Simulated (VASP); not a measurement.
As, 2 atoms in the cell. The structure is cubic, space group Fd-3m (No. 227). Conventional cell: a = 6.107 Å, b = 6.107 Å, c = 6.107 Å, α = 90.00°, β = 90.00°, γ = 90.00°. As (site symmetry -43m) has 4 As at 2.64 Å within 3.5 Å. 

- Program: VASP 6.6.1
- Task: relaxation of cell and atoms
- Functional: PBE
- Potentials or basis: VASP PAW PBE potentials, release 64 (As)
- Cutoff: 600 eV
- k mesh: 12 × 12 × 12
- Occupations: fermi-dirac, width 0.05 eV
- Spin: no spin polarisation
- Dipole correction: no
- Further INCAR settings: ALGO = Normal; EDIFF = 1e-06; IBRION = 2; EDIFFG = -0.005; NSW = 45; ISIF = 3

Potentials or basis: VASP PAW PBE potentials, release 64 (As).

Run with:

```bash
$ cat potpaw_PBE.64/As/POTCAR > POTCAR
$ mpirun -np 1 vasp_std > vasp.out
```

Hardware: 1 thread of Intel Xeon 6975P-C, with other jobs on the host.

Q: How long does it take, and how much memory?

A: It took 53 s on 1 thread of Intel Xeon 6975P-C, with other jobs on the host, peak memory 0.23 GiB. Counts: scf iterations 15, k points 72, ion steps 2.
